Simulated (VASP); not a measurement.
# Ge (Pm-3m) in VASP: further runs

Runs on Ge. Level: RPBE. Tasks: single point.

All numbers are computed with VASP 6.6.1; they aren't measurements. Logs are shortened: lines on timing, memory, paths and dates and some standing lists are left out, and cuts for length are marked.

**1. The cell of the first run**

Symmetry: Pm-3m, No. 221, cubic system. Conventional cell: a = 2.700 Å, b = 2.700 Å, c = 2.700 Å, α = 90.00°, β = 90.00°, γ = 90.00°. Ge (site symmetry m-3m) has 6 Ge at 2.70 Å within 3.6 Å.

**2. Single point, RPBE (volume scaled by 0.96)**

Input file INCAR:

```
SYSTEM = Ge
ALGO     = Normal         ! electronic algorithm
EDIFF    = 1E-6           ! SCF threshold, eV
ENCUT    = 520            ! plane-wave cutoff, eV
GGA      = RP             ! functional
ISIF     = 2              ! what is computed and relaxed
ISMEAR   = -1             ! smearing method
LASPH    = .TRUE.         ! aspherical terms in the spheres
LCHARG   = .FALSE.        ! write CHGCAR
LREAL    = .FALSE.        ! projectors in reciprocal space
LWAVE    = .FALSE.        ! write WAVECAR
NBANDS   = 13             ! bands
NELM     = 80             ! most SCF steps
PREC     = Accurate       ! precision mode
SIGMA    = 0.1            ! smearing width, eV
```

Input file KPOINTS:

```
k-points
0
G
  13 13 13
  0 0 0
```

Input file POSCAR:

```
Ge
1.0
    2.6995688225      0.0000000000      0.0000000000
    0.0000000000      2.6995688225      0.0000000000
    0.0000000000      0.0000000000      2.6995688225
Ge
1
Direct
    0.0000000000      0.0000000000      0.0000000000
```

Potentials or basis: VASP PAW PBE potentials, release 64 (Ge_d).

Launch:

```bash
cat potpaw_PBE.64/Ge_d/POTCAR > POTCAR
mpirun -np 1 vasp_std > vasp.out
```

OUTCAR:

```text
SYSTEM = Ge
   EDIFF = 1E-6
   ENCUT = 520
   GGA = RP
   ISIF = 2
   ISMEAR = -1
   LASPH = .TRUE.
   LREAL = .FALSE.
   NELM = 80
   PREC = Accurate

 ion  position               nearest neighbor table
   1  0.000  0.000  0.000-

  LATTYP: Found a simple cubic cell.
 ALAT       =     2.6995688225

  Lattice vectors:

 A1 = (   2.6995688225,   0.0000000000,   0.0000000000)
 A2 = (   0.0000000000,   2.6995688225,   0.0000000000)
 A3 = (   0.0000000000,   0.0000000000,   2.6995688225)

Analysis of symmetry for initial positions (statically):
=====================================================================
 Subroutine PRICEL returns:
 Original cell was already a primitive cell.

 Routine SETGRP: Setting up the symmetry group for a
 simple cubic supercell.

 Subroutine GETGRP returns: Found 48 space group operations
 (whereof 48 operations were pure point group operations)
 out of a pool of 48 trial point group operations.

The static configuration has the point symmetry O_h .

Analysis of symmetry for dynamics (positions and initial velocities):
=====================================================================
 Subroutine PRICEL returns:
 Original cell was already a primitive cell.

 Routine SETGRP: Setting up the symmetry group for a
 simple cubic supercell.

 Subroutine GETGRP returns: Found 48 space group operations
 (whereof 48 operations were pure point group operations)
 out of a pool of 48 trial point group operations.

The dynamic configuration has the point symmetry O_h .

 Subroutine INISYM returns: Found 48 space group operations
 (whereof 48 operations are pure point group operations),
 and found     1 'primitive' translations

----------------------------------------------------------------------------------------

                                     Primitive cell

  volume of cell :      19.6736

  direct lattice vectors                    reciprocal lattice vectors
     2.699568822  0.000000000  0.000000000     0.370429526  0.000000000  0.000000000
     0.000000000  2.699568822  0.000000000     0.000000000  0.370429526  0.000000000
     0.000000000  0.000000000  2.699568822     0.000000000  0.000000000  0.370429526

  length of vectors
     2.699568822  2.699568822  2.699568822     0.370429526  0.370429526  0.370429526

  position of ions in fractional coordinates (direct lattice)
     0.000000000  0.000000000  0.000000000

  ion indices of the primitive-cell ions
   primitive index   ion index
                 1           1

----------------------------------------------------------------------------------------

 KPOINTS: k-points

Automatic generation of k-mesh.
 Grid dimensions read from file:
 generate k-points for:   13   13   13

 Generating k-lattice:

  Cartesian coordinates                     Fractional coordinates (reciprocal lattice)
     0.028494579  0.000000000  0.000000000     0.076923077  0.000000000  0.000000000
     0.000000000  0.028494579  0.000000000     0.000000000  0.076923077  0.000000000
     0.000000000  0.000000000  0.028494579     0.000000000  0.000000000  0.076923077

  Length of vectors
     0.028494579  0.028494579  0.028494579

  Shift w.r.t. Gamma in fractional coordinates (k-lattice)
     0.000000000  0.000000000  0.000000000

 Subroutine IBZKPT returns following result:
 ===========================================

 Found     84 irreducible k-points:

 Following reciprocal coordinates:
            Coordinates               Weight
  0.000000  0.000000  0.000000      1.000000
  0.076923  0.000000  0.000000      6.000000
  0.153846  0.000000  0.000000      6.000000
  0.230769  0.000000  0.000000      6.000000
  0.307692  0.000000  0.000000      6.000000
  0.384615  0.000000  0.000000      6.000000
[... 16 lines left out ...]
  0.307692  0.307692  0.000000     12.000000
  0.384615  0.307692  0.000000     24.000000
 [... further k-points ...]
   k-points           NKPTS =     84   k-points in BZ     NKDIM =     84   number of bands    NBANDS=     13
   number of dos      NEDOS =    301   number of ions     NIONS =      1
   total plane-waves  NPLWV =   8000
   dimension x,y,z NGX =    20 NGY =   20 NGZ =   20
   dimension x,y,z NGXF=    40 NGYF=   40 NGZF=   40
   ions per type =               1
   NGX,Y,Z   is equivalent  to a cutoff of  12.32, 12.32, 12.32 a.u.
   NGXF,Y,Z  is equivalent  to a cutoff of  24.63, 24.63, 24.63 a.u.
 SYSTEM =  Ge
   PREC   = accura    normal or accurate (medium, high low for compatibility)
   ISTART =      0    job   : 0-new  1-cont  2-samecut
   ICHARG =      2    charge: 1-file 2-atom 10-const
   ISPIN  =      1    spin polarized calculation?
   LNONCOLLINEAR =      F non collinear calculations
   LSORBIT =      F    spin-orbit coupling
   LASPH  =      T    aspherical Exc in radial PAW
   ENCUT  =  520.0 eV  38.22 Ry    6.18 a.u.   5.02  5.02  5.02*2*pi/ulx,y,z
   NELM   =     80;   NELMIN=  2; NELMDL= -5     # of ELM steps
   EDIFF  = 0.1E-05   stopping-criterion for ELM
   LREAL  =      F    real-space projection
   EDIFFG = 0.1E-04   stopping-criterion for IOM
   NSW    =      0    number of steps for IOM
   IBRION =     -1    ionic relax: 0-MD 1-quasi-New 2-CG
   NFREE  =      0    steps in history (QN), initial steepest desc. (CG)
   ISIF   =      2    stress and relaxation
   ISYM   =      2    0-nonsym 1-usesym 2-fastsym
   POTIM  = 0.5000    time-step for ionic-motion
   TEBEG  =    0.0;   TEEND  =   0.0 temperature during run
   PSTRESS=    0.0 pullay stress
   NELECT =      14.0000    total number of electrons
   NUPDOWN=      -1.0000    fix difference up-down
   EMIN   =  10.00;   EMAX   =-10.00  energy-range for DOS
   EFERMI =   0.00;   METHOD = LEGACY
   ISMEAR =    -1;   SIGMA  =   0.10  broadening in eV -4-tet -1-fermi 0-gaus
   EFERMI_NEDOS =   21; number of points for ismear=-14 and -15
   IALGO  =     38    algorithm
   IMIX   =      4    mixing-type and parameters
     AMIX     =   0.40;   BMIX     =  1.00
     AMIX_MAG =   1.60;   BMIX_MAG =  1.00
  volume/ion in A,a.u.               =      19.67       132.76
  Fermi-wavevector in a.u.,A,eV,Ry     =   1.461582  2.761989 29.065053  2.136221
  Thomas-Fermi vector in A             =   2.577896
   LORBIT       =      0    0 simple, 1 ext, 2 COOP (PROOUT), +10 PAW based schemes
   GGA     = RP    functional components
   LHFCALC =     F    Hartree Fock is set to
   AEXX    =    0.0000 exact exchange contribution
   IVDW    =     0    specifies the selected vdW correction
   LEPSILON=     F    determine dielectric tensor
   LRPA    =     F    only Hartree local field effects (RPA)
 non-spin polarized calculation
  energy-cutoff  :      520.00
  volume of cell :       19.67
 maximum number of plane-waves:       540
   NGX = 11   NGY = 11   NGZ = 11

 number of electron      13.9999962 magnetization

 Free energy of the ion-electron system (eV)
  ---------------------------------------------------
  ext. energy  EPLUGINS =         0.00000000
  ---------------------------------------------------
  free energy    TOTEN  =        -3.91271768 eV

  energy without entropy =       -3.89831284  energy(sigma->0) =       -3.90551526

 E-fermi :   6.2250     XC(G=0): -10.8583

 val. band max:        6.2199100792   @ k =   0.2308   0.0000   0.0000
 cond. band min:       6.3231103923   @ k =   0.3077   0.3077   0.0769
 fundamental gap:      0.1032003131
 Fermi energy:         6.2249535238

 k-point     1 :       0.0000    0.0000    0.0000
  band No.  band energies     occupation
      1     -18.5746      2.00000
      2     -18.5746      2.00000
      3     -18.3252      2.00000
      4     -18.3252      2.00000
      5     -18.3252      2.00000
      6      -6.6580      2.00000
      7      12.8438      0.00000
      8      12.8438      0.00000
      9      12.8438      0.00000
     10      16.1598      0.00000
     11      16.1598      0.00000
     12      18.7810      0.00000
     13      34.9105      0.00000

 k-point     2 :       0.0769    0.0000    0.0000
  band No.  band energies     occupation
      1     -18.5738      2.00000
      2     -18.5633      2.00000
      3     -18.3290      2.00000
      4     -18.3290      2.00000
      5     -18.3249      2.00000
      6      -6.5411      2.00000
      7      11.2040      0.00000
      8      12.9567      0.00000
      9      12.9567      0.00000
     10      16.2638      0.00000
     11      17.3367      0.00000
     12      19.5465      0.00000
     13      32.3411      0.00000

 k-point     3 :       0.1538    0.0000    0.0000
  band No.  band energies     occupation
      1     -18.5717      2.00000
      2     -18.5323      2.00000
      3     -18.3394      2.00000
      4     -18.3394      2.00000
      5     -18.3241      2.00000
      6      -6.1914      2.00000
      7       8.6753      0.00000
      8      13.2884      0.00000
      9      13.2884      0.00000
     10      16.5740      0.00000
     11      18.1770      0.00000
     12      22.1162      0.00000
     13      29.6857      0.00000
[... 305 lines left out ...]
 k-point    23 :       0.3077    0.3077    0.0000
  band No.  band energies     occupation
      1     -18.4999      2.00000
      2     -18.4274      2.00000
      3     -18.3653      2.00000
      4     -18.3640      2.00000
      5     -18.3594      2.00000
      6      -2.9989      2.00000
      7       5.2463      1.99989
      8       6.2168      1.04081
      9      15.0940      0.00000
     10      16.1314      0.00000
     11      20.6636      0.00000
     12      26.5661      0.00000
     13      27.1669      0.00000

 k-point    24 :       0.3846    0.3077    0.0000
  band No.  band energies     occupation
      1     -18.4912      2.00000
      2     -18.4441      2.00000
      3     -18.3771      2.00000
      4     -18.3632      2.00000
      5     -18.3250      2.00000
      6      -2.0564      2.00000
      7       3.7284      2.00000
      8       6.6165      0.03908
      9      13.3928      0.00000
     10      16.8315      0.00000
     11      21.6025      0.00000
     12      25.2472      0.00000
     13      25.8132      0.00000

 [... further k-points ...]
[... 5 lines left out ...]
  --------------------------------------------------------------------------------------
  -------------------------------------------------------------------------------------
  Total        0.3125202      0.3125202      0.3125202      0.0000000     -0.0000000     -0.0000000
  in kB       25.4510395     25.4510395     25.4510395      0.0000000     -0.0000000     -0.0000000
  external PRESSURE =      25.4510395 kB  Pullay stress =       0.0000000 kB

 VOLUME and BASIS-vectors are now :
 -----------------------------------------------------------------------------
  energy-cutoff  :      520.00
  volume of cell :       19.67
      direct lattice vectors                 reciprocal lattice vectors
     2.699568822  0.000000000  0.000000000     0.370429526  0.000000000  0.000000000
     0.000000000  2.699568822  0.000000000     0.000000000  0.370429526  0.000000000
     0.000000000  0.000000000  2.699568822     0.000000000  0.000000000  0.370429526

 POSITION                                       TOTAL-FORCE (eV/Angst)
 -----------------------------------------------------------------------------------
      0.00000      0.00000      0.00000         0.000000      0.000000      0.000000
 -----------------------------------------------------------------------------------
    total drift:                               -0.000000      0.000000     -0.000000

  FREE ENERGIE OF THE ION-ELECTRON SYSTEM (eV)
  ---------------------------------------------------
  free  energy   TOTEN  =        -3.9127176825 eV

  energy  without entropy=       -3.8983128436  energy(sigma->0) =       -3.90551526
```

It took 22 s on 1 thread of AMD EPYC 7R13, shared host; peak memory 0.1 GiB.

Results:

| Item | Value |
| --- | --- |
| Free energy | -3.9127 eV |
| Pressure | 2.5 GPa |
| Band gap on the k mesh | zero (band 7 reaches 12.84 eV, above the bottom of band 8 at 3.88 eV) |

Levels at points of the mesh, in eV from the Fermi level:
```tsv
k point	band 5	band 6	band 7	band 8	band 9	band 10
(0.00, 0.00, 0.00)	-24.55	-12.88	6.62	6.62	6.62	9.93
```

Caveat: the cell differs from its parent crystal (volume scaled by 0.96); the PAW data sets were made with another functional, which shifts forces and pressure a little.

**3. Single point, RPBE**

This run uses another cell than the first one, of 20.49 Å³/atom, 1.042 times its volume.

Input file INCAR:

```
SYSTEM = Ge
ALGO = Normal ; EDIFF = 1E-6
ENCUT = 520 ; GGA = RP
ISIF = 2 ; ISMEAR = -1
LASPH = .TRUE. ; LCHARG = .FALSE.
LREAL = .FALSE. ; LWAVE = .FALSE.
NBANDS = 13 ; NELM = 100
PREC = Accurate ; SIGMA = 0.1
```

KPOINTS is that of step 2.

Input file POSCAR:

```
Ge
1.0
    2.7365538132      0.0000000000      0.0000000000
    0.0000000000      2.7365538132      0.0000000000
    0.0000000000      0.0000000000      2.7365538132
Ge
1
Direct
    0.0000000000      0.0000000000      0.0000000000
```

Potentials or basis: VASP PAW PBE potentials, release 64 (Ge_d).

Launch:

```bash
cat potpaw_PBE.64/Ge_d/POTCAR > POTCAR
mpirun -np 1 vasp_std > vasp.out
```

Run time: 23 s. Hardware: 1 thread of AMD EPYC 7R13, shared host; peak memory 0.1 GiB.

The run converged. Its results:

```
Free energy            : -3.9195 eV
Pressure               : -0.2 GPa
Band gap on the k mesh : zero (band 7 reaches 12.20 eV, above the bottom of band 8 at 3.55 eV)
```

Levels at points of the mesh, in eV from the Fermi level:
| k point | band 3 | band 4 | band 5 | band 6 | band 7 | band 8 | band 9 | band 10 | band 11 | band 12 |
| --- | --- | --- | --- | --- | --- | --- | --- | --- | --- | --- |
| (0.00, 0.00, 0.00) | -24.54 | -24.54 | -24.54 | -12.55 | 6.40 | 6.40 | 6.40 | 9.79 | 9.79 | 12.14 |

Caveat: the PAW data sets were made with another functional, which shifts forces and pressure a little.

**4. Single point, RPBE (volume scaled by 1.04)**

Input file INCAR:

```
ALGO = Normal
EDIFF = 1E-6
ENCUT = 520
GGA = RP
ISIF = 2
ISMEAR = -1
LASPH = T
LCHARG = F
LREAL = F
LWAVE = F
NBANDS = 13
NELM = 60
PREC = Accurate
SIGMA = 0.1
```

Input file KPOINTS:

```
k-points
0
Gamma
  13 13 13
```

Input file POSCAR:

```
Ge
1.0
    2.7725652299      0.0000000000      0.0000000000
    0.0000000000      2.7725652299      0.0000000000
    0.0000000000      0.0000000000      2.7725652299
Ge
1
Direct
    0.0000000000      0.0000000000      0.0000000000
```

Launch:

```bash
cat potpaw_PBE.64/Ge_d/POTCAR > POTCAR
mpirun -np 1 vasp_std > vasp.out
```

Wall time 35 s (1 thread of AMD EPYC 7R13, shared host); peak memory 0.12 GiB.

It converged, with:

```yaml
Free_energy: -3.9134 eV
Pressure: -2.5 GPa
Band_gap_on_the_k_mesh: zero (band 7 reaches 11.61 eV, above the bottom of band 8 at 3.24 eV)
```

Levels at points of the mesh, in eV from the Fermi level:
| k point | band 4 | band 5 | band 6 | band 7 | band 8 | band 9 | band 10 | band 11 |
| --- | --- | --- | --- | --- | --- | --- | --- | --- |
| (0.00, 0.00, 0.00) | -24.54 | -24.54 | -12.25 | 6.20 | 6.20 | 6.20 | 9.66 | 9.66 |

Caveat: the cell differs from its parent crystal (volume scaled by 1.04); the PAW data sets were made with another functional, which shifts forces and pressure a little.

**5. Single point, RPBE (volume scaled by 1.08)**

Input file INCAR:

```
PREC = Accurate ; ENCUT = 520
EDIFF = 1E-7 ; ISMEAR = -1
SIGMA = 0.1 ; LREAL = F
LASPH = T ; NELM = 100
ALGO = Normal ; ISIF = 2
LWAVE = F ; LCHARG = T
GGA = RP ; LELF = T
LVHAR = T ; NBANDS = 13
```

Input file KPOINTS:

```
regular mesh
0
Gamma
  13 13 13
```

Input file POSCAR:

```
Ge
1.0
    2.8076647184      0.0000000000      0.0000000000
    0.0000000000      2.8076647184      0.0000000000
    0.0000000000      0.0000000000      2.8076647184
Ge
1
Direct
    0.0000000000      0.0000000000      0.0000000000
```

Launch:

```bash
cat potpaw_PBE.64/Ge_d/POTCAR > POTCAR
mpirun -np 1 vasp_std > vasp.out
```

Run time: 46 s. Hardware: 1 thread of AMD EPYC 7R13, shared host; peak memory 0.12 GiB.

The run converged. Its results:

* Free energy: -3.8971 eV
* Pressure: -4.1 GPa
* Band gap on the k mesh: zero (band 7 reaches 11.05 eV, above the bottom of band 8 at 2.96 eV)

Levels at points of the mesh, in eV from the Fermi level:
```csv
k point,band 4,band 5,band 6,band 7,band 8,band 9,band 10,band 11
"(0.00, 0.00, 0.00)",-24.54,-24.54,-11.97,6.01,6.01,6.01,9.53,9.53
```

Caveat: the cell differs from its parent crystal (volume scaled by 1.08); the PAW data sets were made with another functional, which shifts forces and pressure a little.

**6. Summary**

| cell | gap on the mesh (eV) | pressure (GPa) |
| --- | --- | --- |
| a = 2.700 Å, 1 atom | none | 2.5 |
| a = 2.737 Å, 1 atom | none | -0.2 |
| a = 2.773 Å, 1 atom | none | -2.5 |
| a = 2.808 Å, 1 atom | none | -4.1 |

Alike in all rows: task single point; level RPBE; potentials or basis VASP PAW PBE potentials, release 64 (Ge_d); no spin polarisation; k mesh 13 × 13 × 13; cutoff (eV) 520; smearing fermi-dirac 0.1 eV.

Caveats: the PAW data sets were made with another functional, which shifts forces and pressure a little.

Total energies depend on the potentials used, so only differences within one code and one set of settings carry meaning.
